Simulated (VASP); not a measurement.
Crystal: Te.

```
CELL_PARAMETERS angstrom
2.30590 1.33131 1.69095
-2.30590 1.33131 1.69095
0.00000 -2.66263 1.69095
ATOMIC_POSITIONS crystal
Te 0.50000 0.50000 0.50000
```

| Quantity | Value |
| --- | --- |
| Program | VASP 6.6.1 |
| Task | relaxation of cell and atoms |
| Functional | PBEsol |
| Dispersion | D4 |
| Potentials or basis | VASP PAW PBE potentials, release 64 (Te) |
| Cutoff | 600 eV |
| k mesh | 9 × 9 × 9 |
| Occupations | fermi-dirac, width 0.05 eV |
| Spin | no spin polarisation |

At the start: pressure -1.5 GPa; volume 31.15 Å³/atom.

Task: How do energy, volume and symmetry change on relaxing?

Result: Over 10 steps the energy falls by 4.3 meV/atom and the volume is 30.19 Å³/atom (-3.1 %); space group R-3m (No. 166, to 0.05 Å).

The path:
```
step  energy change (eV)  largest force (eV/Å)  pressure (GPa)  volume (Å³)
   1              0.0000                0.0000           -1.48        31.15
   2             -0.0020                0.0000            1.06        29.87
   3             -0.0037                0.0000            0.01        30.37
   4             -0.0037                0.0000           -0.03        30.39
   5             -0.0037                0.0000           -0.03        30.37
   6             -0.0039                0.0000           -0.03        30.34
   7             -0.0043                0.0000           -0.02        30.27
   8             -0.0042                0.0000            0.00        30.12
   9             -0.0043                0.0000           -0.04        30.22
  10             -0.0043                0.0000           -0.02        30.19
```

Final structure:
```
Te
1.0
     2.30696    1.33192    1.63743
    -2.30696    1.33192    1.63743
     0.00000   -2.66385    1.63743
Te
1
Direct
  0.50000 0.50000 0.50000
```

Caveat: the PAW data sets were made with another functional, which shifts forces and pressure a little; pairwise dispersion overbinds metals, which lowers pressure and volume.
